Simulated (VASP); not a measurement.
Crystal: Ag.

```xyz
1
Lattice="0.0000 2.0427 2.0427 2.0427 0.0000 2.0427 2.0427 2.0427 0.0000" Properties=species:S:1:pos:R:3 pbc="T T T"
Ag    0.0000    0.0000    0.0000
```

| Property | Result |
| --- | --- |
| Program | VASP 6.6.1 |
| Task | relaxation of volume and atoms at fixed shape |
| Functional | PBEsol |
| Potentials or basis | VASP PAW PBE potentials, release 64 (Ag) |
| Cutoff | 500 eV |
| k mesh | 11 × 11 × 11 |
| Occupations | fermi-dirac, width 0.02 eV |
| Spin | no spin polarisation |

At the start: pressure -3.1 GPa; volume 17.05 Å³/atom.

How do energy, volume and symmetry change on relaxing?

Over 3 steps the energy falls by 4.9 meV/atom and the volume is 16.57 Å³/atom (-2.8 %); space group Fm-3m (No. 225, to 0.1 Å) before and after.

Step by step:
```csv
step,energy change (eV),largest force (eV/Å),pressure (GPa),volume (Å³)
1,0.0000,0.0000,-3.15,17.05
2,-0.0022,0.0000,2.61,16.24
3,-0.0049,0.0000,0.00,16.57
```

Final structure:
```cif
data_structure
_symmetry_space_group_name_H-M 'P 1'
_symmetry_Int_Tables_number 1
_cell_length_a 2.8617
_cell_length_b 2.8617
_cell_length_c 2.8617
_cell_angle_alpha 60.000
_cell_angle_beta 60.000
_cell_angle_gamma 60.000
_cell_volume 16.57
loop_
_atom_site_label
_atom_site_type_symbol
_atom_site_fract_x
_atom_site_fract_y
_atom_site_fract_z
_atom_site_occupancy
Ag1 Ag 0.00000 0.00000 0.00000 1
```

Caveat: the PAW data sets were made with another functional, which shifts forces and pressure a little.
